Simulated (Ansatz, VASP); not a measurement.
**Mn3Cu: VASP beside Ansatz**

```xyz
4
Lattice="3.7006 0.0000 0.0000 0.0000 3.7006 0.0000 0.0000 0.0000 3.7006" Properties=species:S:1:pos:R:3 pbc="T T T"
Mn    0.0000    1.8503    1.8503
Mn    1.8503    0.0000    1.8503
Mn    1.8503    1.8503    0.0000
Cu    0.0000    0.0000    0.0000
```

Alike in both runs: task relaxation of cell and atoms; functional PBE; k mesh 6 × 6 × 6; occupations gaussian, width 0.1 eV; collinear spin.

|  | VASP | Ansatz |
| --- | --- | --- |
| version | VASP 6.6.1 | Ansatz 0.2.0 |
| potentials or method | VASP PAW PBE potentials, release 64 (Mn_pv, Cu), cutoff 600 eV | scalar-relativistic, plane waves, PAW |
| valence electrons in the cell | 50 | 64 |

|  | VASP | Ansatz | Ansatz less VASP |
| --- | --- | --- | --- |
| gap on the k mesh at the Fermi level, each at its own relaxed structure (eV) | none | none | - |
| net moment per atom (μB) | 0.50 | 0.47 | -0.037 |
| size of the moment on the site where the two differ most (μB) | 0.67 | 0.62 | -0.053 |
| relaxed volume (Å³/atom) | 11.08 | 11.04 | -0.033 |
| relaxed cell length with the largest relative difference (Å) | 3.538 | 3.535 | -0.0035 |

Site moments also hang on the region over which each program counts them. A gap of «none» marks a metal or a gap that the smearing closes. VASP's potentials hold 50 valence electrons a cell and Ansatz's 64, so a difference there can come from the potentials and not from the codes. Ansatz's warnings: seeded moment not kept.
